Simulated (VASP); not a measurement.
**Ge2Bi2S: single point with PBE**

The system is Ge2Bi2S.

```
Ge Bi S
1.0
     5.46946    0.00000    0.00000
     0.00000    5.46946    0.00000
     0.00000    0.00000    7.43801
Ge Bi S
2 2 1
Cartesian
  2.7347 2.7347 1.2575
  2.7347 2.7347 6.1805
  2.7347 0.0000 3.7190
  0.0000 2.7347 3.7190
  2.7347 2.7347 3.7190
```

The cell was built from a structure type or drawn by symmetry, and may not be a known phase.

- Program: VASP 6.6.1
- Task: single point
- Functional: PBE
- Potentials or basis: VASP PAW PBE potentials, release 64 (Ge_d, Bi_d, S)
- Cutoff: 520 eV
- k mesh: 4 × 4 × 4
- Occupations: gaussian, width 0.1 eV
- Spin: no spin polarisation

| Item | Value |
| --- | --- |
| Pressure | 0.0 GPa |
| Largest force | 0.038 eV/Å |
| Band gap on the k mesh | zero (bands 32 and 33 overlap by 1.34 eV) |

Forces in eV/Å, atoms in the order of the input:
```
Ge   0.000  0.000 -0.038
Ge   0.000  0.000  0.038
Bi   0.000  0.000  0.000
Bi   0.000  0.000  0.000
S    0.000  0.000  0.000
```

Levels at points of the mesh, in eV from the Fermi level:
| k point | band 27 | band 28 | band 29 | band 30 | band 31 | band 32 | band 33 | band 34 | band 35 | band 36 |
| --- | --- | --- | --- | --- | --- | --- | --- | --- | --- | --- |
| (0.00, 0.00, 0.00) | -6.08 | -1.75 | -0.30 | -0.19 | 0.08 | 0.08 | 0.28 | 0.44 | 0.44 | 0.97 |
| (0.50, 0.00, 0.00) | -2.48 | -1.69 | -1.67 | -0.59 | -0.59 | -0.23 | -0.17 | 0.06 | 0.20 | 0.36 |
| (0.50, 0.50, 0.00) | -2.32 | -2.32 | -1.62 | -1.56 | -1.56 | -0.38 | -0.38 | -0.15 | 0.25 | 0.53 |
| (0.00, 0.00, 0.50) | -5.66 | -5.21 | -0.48 | -0.48 | -0.42 | 0.20 | 0.37 | 0.37 | 2.21 | 2.21 |
| (0.50, 0.00, 0.50) | -5.10 | -2.44 | -2.19 | -0.58 | -0.41 | -0.35 | -0.03 | 0.36 | 1.38 | 1.65 |
| (0.50, 0.50, 0.50) | -2.62 | -2.29 | -2.29 | -2.08 | -2.08 | 0.25 | 0.54 | 1.45 | 1.45 | 1.69 |

Run time: 83 s on 1 thread of Intel(R) Xeon(R) 6975P-C (Granite Rapids), on a shared host, peak memory 0.38 GiB.

Caveat: spin-orbit coupling is left out, which moves the levels of the heavy elements.
